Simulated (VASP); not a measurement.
# Zr2CuSi2 (P4/mmm) in VASP: single point with PBE

Aim: the single point of Zr2CuSi2 with PBE.

Program: VASP 6.6.1. These are calculated values, not measurements. Logs are shortened: lines on timing, memory, paths and dates and some standing lists are left out, and cuts for length are marked.

## 1. The cell of the first run

It takes space group P4/mmm (No. 123, tetragonal). Conventional cell: a = 4.253 Å, b = 4.253 Å, c = 5.621 Å, α = 90.00°, β = 90.00°, γ = 90.00°. Within 3.6 Å of Zr (site symmetry mmm) lie 4 Si at 2.72 Å and 4 Zr at 3.01 Å and 4 Cu at 3.52 Å. Within 2.9 Å of Si (site symmetry 4mm) lie 1 Si at 2.22 Å and 4 Zr at 2.72 Å. Cu (site symmetry 4/mmm) has 8 Si at 3.21 Å and 8 Zr at 3.52 Å and 4 Cu at 4.25 Å within 4.3 Å.

## 2. Single point, PBE

File INCAR:

```
PREC = Accurate ; ENCUT = 520
EDIFF = 1E-6 ; ISMEAR = 0
SIGMA = 0.1 ; LREAL = F
LASPH = T ; NELM = 80
ALGO = Fast ; ISIF = 2
LWAVE = F ; LCHARG = T
GGA = PE ; LELF = T
LVHAR = T ; NBANDS = 30
```

File KPOINTS:

```
regular mesh
0
Gamma
  10 10 8
```

File POSCAR:

```
Zr2CuSi2
1.0
    4.2533126473      0.0000000000      0.0000000000
    0.0000000000      4.2533126473      0.0000000000
    0.0000000000      0.0000000000      5.6207411009
Zr Si Cu
2 2 1
Direct
    0.5000000000      0.0000000000      0.5000000000
    0.0000000000      0.5000000000      0.5000000000
    0.5000000000      0.5000000000      0.8025063881
    0.5000000000      0.5000000000      0.1974936119
    0.0000000000      0.0000000000      0.0000000000
```

Potentials or basis: VASP PAW PBE potentials, release 64 (Zr_sv, Si, Cu).

Launch:

```bash
cat potpaw_PBE.64/Zr_sv/POTCAR potpaw_PBE.64/Si/POTCAR potpaw_PBE.64/Cu/POTCAR > POTCAR
mpirun -np 1 vasp_std > vasp.out
```

OUTCAR:

```text
PREC = Accurate
   ENCUT = 520
   EDIFF = 1E-6
   ISMEAR = 0
   LREAL = F
   LASPH = T
   NELM = 80
   ISIF = 2
   GGA = PE

 ion  position               nearest neighbor table
   1  0.500  0.000  0.500-   3 2.72   4 2.72   3 2.72   4 2.72   2 3.01   2 3.01   2 3.01   2 3.01

   2  0.000  0.500  0.500-   3 2.72   4 2.72   3 2.72   4 2.72   1 3.01   1 3.01   1 3.01   1 3.01

   3  0.500  0.500  0.803-   4 2.22   2 2.72   1 2.72   1 2.72   2 2.72
   4  0.500  0.500  0.197-   3 2.22   2 2.72   1 2.72   1 2.72   2 2.72
   5  0.000  0.000  0.000-

  LATTYP: Found a simple tetragonal cell.
 ALAT       =     4.2533126473
 C/A-ratio  =     1.3214972815

  Lattice vectors:

 A1 = (   4.2533126473,   0.0000000000,   0.0000000000)
 A2 = (   0.0000000000,   4.2533126473,   0.0000000000)
 A3 = (   0.0000000000,   0.0000000000,   5.6207411009)

Analysis of symmetry for initial positions (statically):
=====================================================================
 Subroutine PRICEL returns:
 Original cell was already a primitive cell.

 Routine SETGRP: Setting up the symmetry group for a
 simple tetragonal supercell.

 Subroutine GETGRP returns: Found 16 space group operations
 (whereof 16 operations were pure point group operations)
 out of a pool of 16 trial point group operations.

The static configuration has the point symmetry D_4h.

Analysis of symmetry for dynamics (positions and initial velocities):
=====================================================================
 Subroutine PRICEL returns:
 Original cell was already a primitive cell.

 Routine SETGRP: Setting up the symmetry group for a
 simple tetragonal supercell.

 Subroutine GETGRP returns: Found 16 space group operations
 (whereof 16 operations were pure point group operations)
 out of a pool of 16 trial point group operations.

The dynamic configuration has the point symmetry D_4h.

 Subroutine INISYM returns: Found 16 space group operations
 (whereof 16 operations are pure point group operations),
 and found     1 'primitive' translations

----------------------------------------------------------------------------------------

                                     Primitive cell

[... 94 lines left out ...]
   ENCUT  =  520.0 eV  38.22 Ry    6.18 a.u.   7.91  7.91 10.45*2*pi/ulx,y,z
   NELM   =     80;   NELMIN=  2; NELMDL= -5     # of ELM steps
   EDIFF  = 0.1E-05   stopping-criterion for ELM
   LREAL  =      F    real-space projection
   EDIFFG = 0.1E-04   stopping-criterion for IOM
   NSW    =      0    number of steps for IOM
   IBRION =     -1    ionic relax: 0-MD 1-quasi-New 2-CG
   NFREE  =      0    steps in history (QN), initial steepest desc. (CG)
   ISIF   =      2    stress and relaxation
   ISYM   =      2    0-nonsym 1-usesym 2-fastsym
   POTIM  = 0.5000    time-step for ionic-motion
   TEBEG  =    0.0;   TEEND  =   0.0 temperature during run
   PSTRESS=    0.0 pullay stress
   NELECT =      43.0000    total number of electrons
   NUPDOWN=      -1.0000    fix difference up-down
   EMIN   =  10.00;   EMAX   =-10.00  energy-range for DOS
   EFERMI =   0.00;   METHOD = LEGACY
   ISMEAR =     0;   SIGMA  =   0.10  broadening in eV -4-tet -1-fermi 0-gaus
   EFERMI_NEDOS =   21; number of points for ismear=-14 and -15
   IALGO  =     68    algorithm
   IMIX   =      4    mixing-type and parameters
     AMIX     =   0.40;   BMIX     =  1.00
     AMIX_MAG =   1.60;   BMIX_MAG =  1.00
  volume/ion in A,a.u.               =      20.34       137.24
  Fermi-wavevector in a.u.,A,eV,Ry     =   1.228801  2.322097 20.544145  1.509952
  Thomas-Fermi vector in A             =   2.363713
   LORBIT       =      0    0 simple, 1 ext, 2 COOP (PROOUT), +10 PAW based schemes
   GGA     = PE    functional components
   LHFCALC =     F    Hartree Fock is set to
   AEXX    =    0.0000 exact exchange contribution
   IVDW    =     0    specifies the selected vdW correction
   LEPSILON=     F    determine dielectric tensor
   LRPA    =     F    only Hartree local field effects (RPA)
 non-spin polarized calculation
 RMM-DIIS sequential band-by-band and
 Gauss-broadening in eV      SIGMA  =   0.10
  energy-cutoff  :      520.00
  volume of cell :      101.68
 maximum number of plane-waves:      2760
 NGX is ok and might be reduce to    32
   NGX = 15   NGY = 15   NGZ = 21

 number of electron      43.0000023 magnetization

 Free energy of the ion-electron system (eV)
  ---------------------------------------------------
  ext. energy  EPLUGINS =         0.00000000
  ---------------------------------------------------
  free energy    TOTEN  =       -30.74912936 eV

  energy without entropy =      -30.73163760  energy(sigma->0) =      -30.74038348

 E-fermi :   6.8604     XC(G=0): -10.4936

 val. band max:        6.8590086159   @ k =   0.4000   0.1000   0.0000
 cond. band min:       6.8605110201   @ k =   0.5000   0.1000   0.1250
 fundamental gap:      0.0015024041
 Fermi energy:         6.8603899824

 k-point     1 :       0.0000    0.0000    0.0000
  band No.  band energies     occupation
      1     -41.6337      2.00000
      2     -41.4366      2.00000
      3     -19.9859      2.00000
      4     -19.9859      2.00000
      5     -19.8276      2.00000
      6     -19.5886      2.00000
[... 781 lines left out ...]
     29      11.4801      0.00000
     30      11.9154      0.00000

 [... further k-points ...]

------------------------ aborting loop because EDIFF is reached ----------------------------------------

  FORCE on cell =-STRESS in cart. coord.  units (eV):
  Direction    XX          YY          ZZ          XY          YZ          ZX
  --------------------------------------------------------------------------------------
  -------------------------------------------------------------------------------------
  Total        0.0610907      0.0610907      0.0532248      0.0000000     -0.0000000      0.0000000
  in kB        0.9625810      0.9625810      0.8386416      0.0000000     -0.0000000      0.0000000
  external PRESSURE =       0.9212679 kB  Pullay stress =       0.0000000 kB

 VOLUME and BASIS-vectors are now :
 -----------------------------------------------------------------------------
  energy-cutoff  :      520.00
  volume of cell :      101.68
      direct lattice vectors                 reciprocal lattice vectors
     4.253312647  0.000000000  0.000000000     0.235110861  0.000000000  0.000000000
     0.000000000  4.253312647  0.000000000     0.000000000  0.235110861  0.000000000
     0.000000000  0.000000000  5.620741101     0.000000000  0.000000000  0.177912482

 POSITION                                       TOTAL-FORCE (eV/Angst)
 -----------------------------------------------------------------------------------
      2.12666      0.00000      2.81037        -0.000000     -0.000000     -0.000000
      0.00000      2.12666      2.81037        -0.000000     -0.000000     -0.000000
      2.12666      2.12666      4.51068         0.000000      0.000000      0.014615
      2.12666      2.12666      1.11006        -0.000000      0.000000     -0.014615
      0.00000      0.00000      0.00000        -0.000000     -0.000000     -0.000000
 -----------------------------------------------------------------------------------
    total drift:                                0.000000      0.000000     -0.000000

  FREE ENERGIE OF THE ION-ELECTRON SYSTEM (eV)
  ---------------------------------------------------
  free  energy   TOTEN  =       -30.7491293554 eV

  energy  without entropy=      -30.7316376024  energy(sigma->0) =      -30.74038348
```

OSZICAR:

```text
N       E                     dE             d eps       ncg     rms          rms(c)
DAV:   1     0.425525396200E+03    0.42553E+03   -0.19739E+04  6332   0.148E+03
DAV:   2     0.799259457811E+01   -0.41753E+03   -0.40250E+03  6746   0.408E+02
DAV:   3    -0.305875202346E+02   -0.38580E+02   -0.36670E+02 10116   0.116E+02
[... 22 lines left out ...]
RMM:  26    -0.307491240059E+02   -0.37933E-05   -0.36408E-05  8948   0.232E-02    0.683E-03
RMM:  27    -0.307491261873E+02   -0.21815E-05   -0.20863E-05  7873   0.186E-02    0.707E-03
RMM:  28    -0.307491277182E+02   -0.15309E-05   -0.13587E-05  7380   0.156E-02    0.504E-03
RMM:  29    -0.307491289011E+02   -0.11829E-05   -0.98940E-06  7218   0.147E-02    0.600E-03
RMM:  30    -0.307491293554E+02   -0.45430E-06   -0.66527E-06  6656   0.139E-02
   1 F= -.30749129E+02 E0= -.30740383E+02  d E =-.174918E-01
```

Wall time 8 min (1 thread of Intel Xeon Platinum 8259CL at 2.50GHz (Skylake/Cascade Lake), shared host); peak memory 0.42 GiB.

Results:

| Property | Result |
| --- | --- |
| Free energy | -30.7491 eV |
| Pressure | 0.1 GPa |
| Largest force | 0.015 eV/Å |
| Band gap on the k mesh | zero (an odd number of electrons rules out a gap without spin polarisation) |

Forces on the atoms (eV/Å):
```
Zr   0.000  0.000  0.000
Zr   0.000  0.000  0.000
Si   0.000  0.000  0.015
Si   0.000  0.000 -0.015
Cu   0.000  0.000  0.000
```

Levels at points of the mesh, in eV from the Fermi level:
| k point | band 17 | band 18 | band 19 | band 20 | band 21 | band 22 | band 23 | band 24 | band 25 | band 26 |
| --- | --- | --- | --- | --- | --- | --- | --- | --- | --- | --- |
| (0.00, 0.00, 0.00) | -1.47 | -1.18 | -1.17 | -1.17 | -0.89 | -0.89 | -0.13 | 1.52 | 3.17 | 3.17 |
| (0.50, 0.00, 0.00) | -1.75 | -1.43 | -1.12 | -0.44 | 0.01 | 0.67 | 0.80 | 1.11 | 1.75 | 2.44 |
| (0.50, 0.50, 0.00) | -1.74 | -1.53 | -1.38 | -1.30 | -0.62 | -0.62 | 1.15 | 1.15 | 2.13 | 2.13 |
| (0.00, 0.00, 0.50) | -1.98 | -1.86 | -1.33 | -1.24 | -0.34 | 0.03 | 1.57 | 1.57 | 2.02 | 2.89 |
| (0.50, 0.00, 0.50) | -1.77 | -1.76 | -1.10 | -0.10 | -0.04 | 0.25 | 1.04 | 1.06 | 1.69 | 2.14 |
| (0.50, 0.50, 0.50) | -1.74 | -1.69 | -1.56 | -1.51 | -1.51 | 0.55 | 0.55 | 0.74 | 2.38 | 2.38 |
